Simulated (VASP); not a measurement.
Wanted: the native input for a VASP 6.6.1 run.

```
Task                   : single point
Functional             : revPBE
Potentials or basis    : VASP PAW PBE potentials, release 64 (Mn_pv)
Cutoff                 : 520 eV
k mesh                 : 16 × 16 × 9
Occupations            : fermi-dirac, width 0.1 eV
Spin                   : no spin polarisation
Dipole correction      : no
Further INCAR settings : ALGO = Normal; EDIFF = 1e-07; NBANDS = 20
```

The structure of Mn lies in POSCAR:

```
Mn
1.0
    2.4269551705      0.0000000000      0.0000000000
   -1.2134775852      2.1018048315      0.0000000000
    0.0000000000      0.0000000000      3.9234306274
Mn
2
Direct
    0.3333333333      0.6666666667      0.2500000000
    0.6666666667      0.3333333333      0.7500000000
```

This cell differs from its parent crystal: volume scaled by 0.92.

The input as run:

INCAR

```
ALGO = Normal
EDIFF = 1E-7
ENCUT = 520
GGA = RE
ISIF = 2
ISMEAR = -1
LASPH = True
LCHARG = False
LREAL = False
LWAVE = False
NBANDS = 20
NELM = 60
PREC = Accurate
SIGMA = 0.1
```

KPOINTS

```
k-points
0
Gamma
  16 16 9
```

Potentials or basis: VASP PAW PBE potentials, release 64 (Mn_pv).

The run is started by

```sh
$ cat potpaw_PBE.64/Mn_pv/POTCAR > POTCAR
$ mpirun -np 1 vasp_std > vasp.out
```

It gave:

```json
{
  "Pressure": "26.8 GPa",
  "Band gap on the k mesh": "zero (band 13 reaches 12.58 eV, above the bottom of band 14 at 10.41 eV)"
}
```

Caveat: the PAW data sets were made with another functional, which shifts forces and pressure a little; the run has no spin polarisation, though such a crystal can be magnetic.

It took 32 s on 1 thread of AMD EPYC 9R45 96-Core Processor (Zen 5), on a shared host, peak memory 0.13 GiB.
